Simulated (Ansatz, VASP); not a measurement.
# One calculation of Ti8C5, two programs

The input INCAR:

```
SYSTEM = Ti8C5
PREC     = Accurate       ! precision mode
ENCUT    = 520            ! plane-wave cutoff, eV
EDIFF    = 1E-8           ! SCF threshold, eV
ISMEAR   = -1             ! smearing method
SIGMA    = 0.15           ! smearing width, eV
LREAL    = .FALSE.        ! projectors in reciprocal space
LASPH    = .TRUE.         ! aspherical terms in the spheres
NELM     = 60             ! most SCF steps
ALGO     = Normal         ! electronic algorithm
ISIF     = 2              ! what is computed and relaxed
LWAVE    = .FALSE.        ! write WAVECAR
LCHARG   = .FALSE.        ! write CHGCAR
GGA      = CA             ! functional
LEFG     = .TRUE.       
NBANDS   = 70             ! bands
```

Contents of KPOINTS:

```
Automatic mesh
0
G
  6 6 6
  0 0 0
```

POSCAR

```
Ti8C5
1.0
    3.0131521279      1.7396441921      4.8739928352
   -3.0131521279      1.7396441921      4.8739928352
    0.0000000000     -3.4792883843      4.8739928352
Ti C
8 5
Direct
    0.2498335040      0.7626830056      0.2498335040
    0.2498335040      0.2498335040      0.7626830056
    0.7626830056      0.2498335040      0.2498335040
    0.2373169944      0.7501664960      0.7501664960
    0.7501664960      0.2373169944      0.7501664960
    0.7501664960      0.7501664960      0.2373169944
    0.2451321050      0.2451321050      0.2451321050
    0.7548678950      0.7548678950      0.7548678950
    0.0000000000      0.0000000000      0.5000000000
    0.5000000000      0.0000000000      0.0000000000
    0.0000000000      0.5000000000      0.0000000000
    0.5000000000      0.5000000000      0.5000000000
    0.0000000000      0.0000000000      0.0000000000
```

Input for Ansatz:

```yaml
crystal:
  lattice:
    - [3.0131521279, 1.7396441921, 4.8739928352]
    - [-3.0131521279, 1.7396441921, 4.8739928352]
    - [0.0, -3.4792883843, 4.8739928352]
  atoms:
    - { symbol: Ti, position: [0.249833504, 0.7626830056, 0.249833504] }
    - { symbol: Ti, position: [0.249833504, 0.249833504, 0.7626830056] }
    - { symbol: Ti, position: [0.7626830056, 0.249833504, 0.249833504] }
    - { symbol: Ti, position: [0.2373169944, 0.750166496, 0.750166496] }
    - { symbol: Ti, position: [0.750166496, 0.2373169944, 0.750166496] }
    - { symbol: Ti, position: [0.750166496, 0.750166496, 0.2373169944] }
    - { symbol: Ti, position: [0.245132105, 0.245132105, 0.245132105] }
    - { symbol: Ti, position: [0.754867895, 0.754867895, 0.754867895] }
    - { symbol: C, position: [0.0, 0.0, 0.5] }
    - { symbol: C, position: [0.5, 0.0, 0.0] }
    - { symbol: C, position: [0.0, 0.5, 0.0] }
    - { symbol: C, position: [0.5, 0.5, 0.5] }
    - { symbol: C, position: [0.0, 0.0, 0.0] }
basis:
  ecutwfc: 420
kpoints:
  mp_grid: { grid: [6, 6, 6] }
hamiltonian:
  xc: lda
scf:
  occupations: { method: fermi_dirac, width: 0.15 }
output:
  forces: true
  stress: true
  eigenvalues: true
  efg: {}
checkpoint:
  read: start.run
  write: ck
  compress: false
  write_wavefunctions: false
  write_every: 100000
```

Alike in both runs: task electric field gradients; functional LDA; k mesh 6 × 6 × 6; occupations fermi-dirac, width 0.15 eV; no spin polarisation.

```csv
,VASP,Ansatz
version,VASP 6.6.1,Ansatz 0.2.0
potentials or method,"VASP PAW LDA potentials, release 64 (Ti_sv, C), cutoff 520 eV","scalar-relativistic, plane waves, PAW"
valence electrons in the cell,116,116
```

```tsv
	VASP	Ansatz	Ansatz less VASP
gap on the k mesh at the Fermi level (eV)	none	none	-
pressure (GPa)	0.6	0.0	-0.56
rms of the force components (eV/Å)	0.021	0.000	-0.0209
size of Vzz on the site where it differs most (V/Å²)	45.8	47.1	+1.33
```

LDA's correlation is that of Perdew and Zunger in VASP and of Perdew and Wang (1992) in Ansatz. Atom by atom the forces differ by 0.021 eV/Å (rms over components). A gap of «none» marks a metal or a gap that the smearing closes.
